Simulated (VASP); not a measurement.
Wanted: the native input for a VASP 6.6.1 run.

* Task: single point
* Functional: r2SCAN
* Potentials or basis: VASP PAW PBE potentials, release 64 (In_d, As)
* Cutoff: 520 eV
* k mesh: 6 × 6 × 6
* Occupations: fermi-dirac, width 0.05 eV
* Spin: no spin polarisation
* Dipole correction: no
* Further INCAR settings: ALGO = Normal; EDIFF = 1e-07; NBANDS = 30

The system is In3As.

```
In As
1.0
     4.60854    0.00000    0.00000
     0.00000    4.60854    0.00000
     0.00000    0.00000    4.60854
In As
3 1
Direct
  0.50000 0.50000 0.00000
  0.50000 0.00000 0.50000
  0.00000 0.50000 0.50000
  0.00000 0.00000 0.00000
```

These files were run (other wordings do the same):

POSCAR

```
In3As
1.0
    4.6085424358      0.0000000000      0.0000000000
    0.0000000000      4.6085424358      0.0000000000
    0.0000000000      0.0000000000      4.6085424358
In As
3 1
Direct
    0.5000000000      0.5000000000      0.0000000000
    0.5000000000      0.0000000000      0.5000000000
    0.0000000000      0.5000000000      0.5000000000
    0.0000000000      0.0000000000      0.0000000000
```

INCAR.step1

```
PREC = Accurate
ENCUT = 520
ISMEAR = -1
SIGMA = 0.05
LREAL = False
LASPH = True
NELM = 60
NBANDS = 30
GGA = PE
ALGO = Normal
EDIFF = 1E-4
LWAVE = True
LCHARG = False
```

INCAR.step2

```
PREC = Accurate
ENCUT = 520
EDIFF = 1E-7
ISMEAR = -1
SIGMA = 0.05
LREAL = False
LASPH = True
NELM = 60
ALGO = Normal
ISIF = 2
LWAVE = False
LCHARG = False
METAGGA = R2SCAN
LMIXTAU = True
NBANDS = 30
ISTART = 1
```

KPOINTS

```
regular mesh
0
Gamma
  6 6 6
```

Potentials or basis: VASP PAW PBE potentials, release 64 (In_d, As).

Launch:

```sh
$ cat potpaw_PBE.64/In_d/POTCAR potpaw_PBE.64/As/POTCAR > POTCAR
$ cp INCAR.step1 INCAR
$ mpirun -np 1 vasp_std > vasp.out
$ cp INCAR.step2 INCAR
$ mpirun -np 1 vasp_std > vasp.out
```

It gave:

```json
{
  "Pressure": "1.0 GPa",
  "Band gap on the k mesh": "zero (bands 22 and 23 overlap by 4.39 eV)"
}
```

Caveat: the PAW data sets were made with another functional, which shifts forces and pressure a little; spin-orbit coupling is left out, which moves the levels of the heavy elements.

It took 2.4 min on 1 thread of AMD EPYC 9R45 (Zen 5) (shared host), peak memory 0.21 GiB.
